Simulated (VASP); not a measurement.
# Ga (Im-3m) in VASP: further runs, part 2 of 2

VASP 6.6.1. Earlier steps stand in the parts before.

## Step 4: Single point, RPBE (volume scaled by 1.08)

INCAR reads:

```
PREC     = Accurate       # precision mode
ENCUT    = 520            # plane-wave cutoff, eV
EDIFF    = 1E-6           # SCF threshold, eV
ISMEAR   = -1             # smearing method
SIGMA    = 0.1            # smearing width, eV
LREAL    = F              # projectors in reciprocal space
LASPH    = T              # aspherical terms in the spheres
NELM     = 80             # most SCF steps
ALGO     = Normal         # electronic algorithm
ISIF     = 2              # what is computed and relaxed
LWAVE    = F              # write WAVECAR
LCHARG   = F              # write CHGCAR
GGA      = RP             # functional
NBANDS   = 12             # bands
```

KPOINTS reads:

```
regular mesh
0
Gamma
  15 15 15
```

POSCAR reads:

```
Ga
1.0
   -1.7519571166      1.7519571166      1.7519571166
    1.7519571166     -1.7519571166      1.7519571166
    1.7519571166      1.7519571166     -1.7519571166
Ga
1
Direct
    0.0000000000      0.0000000000      0.0000000000
```

Potentials or basis: VASP PAW PBE potentials, release 64 (Ga_d).

Command:

```
$ cat potpaw_PBE.64/Ga_d/POTCAR > POTCAR
$ mpirun -np 1 vasp_std > vasp.out
```

OUTCAR:

```text
PREC = Accurate
   ENCUT = 520
   EDIFF = 1E-6
   ISMEAR = -1
   LREAL = F
   LASPH = T
   NELM = 80
   ISIF = 2
   GGA = RP

 ion  position               nearest neighbor table
   1  0.000  0.000  0.000-

  LATTYP: Found a body centered cubic cell.
 ALAT       =     3.5039142332

  Lattice vectors:

 A1 = (  -1.7519571166,   1.7519571166,   1.7519571166)
 A2 = (   1.7519571166,  -1.7519571166,   1.7519571166)
 A3 = (   1.7519571166,   1.7519571166,  -1.7519571166)

Analysis of symmetry for initial positions (statically):
=====================================================================
 Subroutine PRICEL returns:
 Original cell was already a primitive cell.

 Routine SETGRP: Setting up the symmetry group for a
 body centered cubic supercell.

 Subroutine GETGRP returns: Found 48 space group operations
 (whereof 48 operations were pure point group operations)
 out of a pool of 48 trial point group operations.

The static configuration has the point symmetry O_h .

Analysis of symmetry for dynamics (positions and initial velocities):
=====================================================================
 Subroutine PRICEL returns:
 Original cell was already a primitive cell.

 Routine SETGRP: Setting up the symmetry group for a
 body centered cubic supercell.

 Subroutine GETGRP returns: Found 48 space group operations
 (whereof 48 operations were pure point group operations)
 out of a pool of 48 trial point group operations.

The dynamic configuration has the point symmetry O_h .

 Subroutine INISYM returns: Found 48 space group operations
 (whereof 48 operations are pure point group operations),
 and found     1 'primitive' translations

----------------------------------------------------------------------------------------

                                     Primitive cell

  volume of cell :      21.5095

  direct lattice vectors                    reciprocal lattice vectors
[... 107 lines left out ...]
  Fermi-wavevector in a.u.,A,eV,Ry     =   1.384137  2.615640 26.066529  1.915836
  Thomas-Fermi vector in A             =   2.508670
   LORBIT       =      0    0 simple, 1 ext, 2 COOP (PROOUT), +10 PAW based schemes
   GGA     = RP    functional components
   LHFCALC =     F    Hartree Fock is set to
   AEXX    =    0.0000 exact exchange contribution
   IVDW    =     0    specifies the selected vdW correction
   LEPSILON=     F    determine dielectric tensor
   LRPA    =     F    only Hartree local field effects (RPA)
 non-spin polarized calculation
  energy-cutoff  :      520.00
  volume of cell :       21.51
 maximum number of plane-waves:       603
   NGX = 11   NGY = 11   NGZ = 11

 number of electron      12.9999998 magnetization

 Free energy of the ion-electron system (eV)
  ---------------------------------------------------
  ext. energy  EPLUGINS =         0.00000000
  ---------------------------------------------------
  free energy    TOTEN  =        -2.51535296 eV

  energy without entropy =       -2.49954880  energy(sigma->0) =       -2.50745088

 E-fermi :   4.5535     XC(G=0): -10.2570

 val. band max:        4.5264931629   @ k =   0.2667   0.2667   0.1333
 cond. band min:       4.6145776832   @ k =  -0.3333   0.4667   0.1333
 fundamental gap:      0.0880845203
 Fermi energy:         4.5534652552

 k-point     1 :       0.0000    0.0000    0.0000
  band No.  band energies     occupation
      1     -10.3226      2.00000
      2     -10.3226      2.00000
      3     -10.3226      2.00000
      4     -10.1878      2.00000
      5     -10.1878      2.00000
      6      -5.5409      2.00000
      7      15.6801      0.00000
      8      15.6801      0.00000
      9      15.6802      0.00000
     10      20.4293      0.00000
     11      20.4293      0.00000
     12      20.4293      0.00000
[... 331 lines left out ...]
 k-point    24 :       0.4000    0.2000   -0.0000
  band No.  band energies     occupation
      1     -10.3615      2.00000
      2     -10.3043      2.00000
      3     -10.2103      2.00000
      4     -10.1942      2.00000
      5     -10.1406      2.00000
      6       0.7534      2.00000
      7       2.1802      2.00000
      8       6.6366      0.00000
      9      11.3771      0.00000
     10      17.1708      0.00000
     11      20.6286      0.00000
     12      22.4450      0.00000

 [... further k-points ...]
[... 5 lines left out ...]
  --------------------------------------------------------------------------------------
  -------------------------------------------------------------------------------------
  Total       -0.3457757     -0.3457757     -0.3457757      0.0000000     -0.0000000      0.0000000
  in kB      -25.7557784    -25.7557784    -25.7557784      0.0000000     -0.0000000      0.0000000
  external PRESSURE =     -25.7557784 kB  Pullay stress =       0.0000000 kB

 VOLUME and BASIS-vectors are now :
 -----------------------------------------------------------------------------
  energy-cutoff  :      520.00
  volume of cell :       21.51
      direct lattice vectors                 reciprocal lattice vectors
    -1.751957117  1.751957117  1.751957117     0.000000000  0.285395113  0.285395113
     1.751957117 -1.751957117  1.751957117     0.285395113  0.000000000  0.285395113
     1.751957117  1.751957117 -1.751957117     0.285395113  0.285395113  0.000000000

 POSITION                                       TOTAL-FORCE (eV/Angst)
 -----------------------------------------------------------------------------------
      0.00000      0.00000      0.00000         0.000000      0.000000      0.000000
 -----------------------------------------------------------------------------------
    total drift:                                0.000000      0.000000      0.000000

  FREE ENERGIE OF THE ION-ELECTRON SYSTEM (eV)
  ---------------------------------------------------
  free  energy   TOTEN  =        -2.5153529644 eV

  energy  without entropy=       -2.4995487952  energy(sigma->0) =       -2.50745088
```

OSZICAR:

```text
N       E                     dE             d eps       ncg     rms          rms(c)
DAV:   1     0.441069214664E+02    0.44107E+02   -0.66788E+03  3076   0.179E+03
DAV:   2    -0.223105808206E+00   -0.44330E+02   -0.42791E+02  3044   0.260E+02
DAV:   3    -0.251091715840E+01   -0.22878E+01   -0.22805E+01  3356   0.462E+01
DAV:   4    -0.253186753869E+01   -0.20950E-01   -0.20948E-01  3396   0.484E+00
DAV:   5    -0.253211248579E+01   -0.24495E-03   -0.24495E-03  3392   0.497E-01    0.685E-01
DAV:   6    -0.251895650378E+01    0.13156E-01   -0.20919E-02  3536   0.270E+00    0.377E-01
DAV:   7    -0.251564420218E+01    0.33123E-02   -0.54780E-03  4500   0.116E+00    0.100E-01
DAV:   8    -0.251534359727E+01    0.30060E-03   -0.53297E-04  3464   0.404E-01    0.831E-03
DAV:   9    -0.251535140474E+01   -0.78075E-05   -0.68597E-06  4212   0.324E-02    0.339E-03
DAV:  10    -0.251535306847E+01   -0.16637E-05   -0.88805E-07  3180   0.858E-03    0.345E-04
DAV:  11    -0.251535296441E+01    0.10406E-06   -0.57740E-09  1696   0.982E-04
   1 F= -.25153530E+01 E0= -.25074509E+01  d E =-.158042E-01
```

Wall time 28 s (1 thread of Intel Xeon Platinum 8259CL at 2.50GHz (Skylake/Cascade Lake), shared host); peak memory 0.16 GiB.

What came out:

* Free energy: -2.5154 eV
* Pressure: -2.6 GPa

Caveat: the PAW data sets were made with another functional, which shifts forces and pressure a little.

## Step 5: Single point, RPBE (volume scaled by 1.12)

INCAR reads:

```
SYSTEM = Ga
  PREC = Accurate
  ENCUT = 520
  EDIFF = 1E-6
  ISMEAR = -1
  SIGMA = 0.1
  LREAL = .FALSE.
  LASPH = .TRUE.
  NELM = 80
  ALGO = Normal
  ISIF = 2
  LWAVE = .FALSE.
  LCHARG = .FALSE.
  GGA = RP
  NBANDS = 12
```

KPOINTS reads:

```
regular mesh
0
G
  15 15 15
  0 0 0
```

POSCAR reads:

```
Ga
1.0
   -1.7733245531      1.7733245531      1.7733245531
    1.7733245531     -1.7733245531      1.7733245531
    1.7733245531      1.7733245531     -1.7733245531
Ga
1
Direct
    0.0000000000      0.0000000000      0.0000000000
```

Command:

```
$ cat potpaw_PBE.64/Ga_d/POTCAR > POTCAR
$ mpirun -np 1 vasp_std > vasp.out
```

Run time: 37 s. Hardware: 1 thread of Intel Xeon Platinum 8259CL at 2.50GHz (Skylake/Cascade Lake), shared host; peak memory 0.15 GiB.

Results (log left out):

```yaml
Free_energy: -2.5004 eV
Pressure: -3.5 GPa
```

Levels at points of the mesh, in eV from the Fermi level:
```csv
k point,band 2,band 3,band 4,band 5,band 6,band 7,band 8,band 9,band 10,band 11
"(0.00, 0.00, 0.00)",-14.86,-14.86,-14.74,-14.74,-9.86,10.73,10.73,10.73,15.54,15.54
```

Caveat: the PAW data sets were made with another functional, which shifts forces and pressure a little.

## Step 6: Overview

| cell | gap on the mesh (eV) | pressure (GPa) |
| --- | --- | --- |
| a = 2.958 Å, angles 109.5°, 1 atom | none | 0.1 |
| a = 2.997 Å, angles 109.5°, 1 atom | none | -1.4 |
| a = 3.034 Å, angles 109.5°, 1 atom | none | -2.6 |
| a = 3.071 Å, angles 109.5°, 1 atom | none | -3.5 |

Alike in all rows: task single point; level RPBE; potentials or basis VASP PAW PBE potentials, release 64 (Ga_d); no spin polarisation; k mesh 15 × 15 × 15; cutoff (eV) 520; smearing fermi-dirac 0.1 eV.

Caveats: the PAW data sets were made with another functional, which shifts forces and pressure a little.

Total energies depend on the potentials used, so only differences within one code and one set of settings carry meaning.
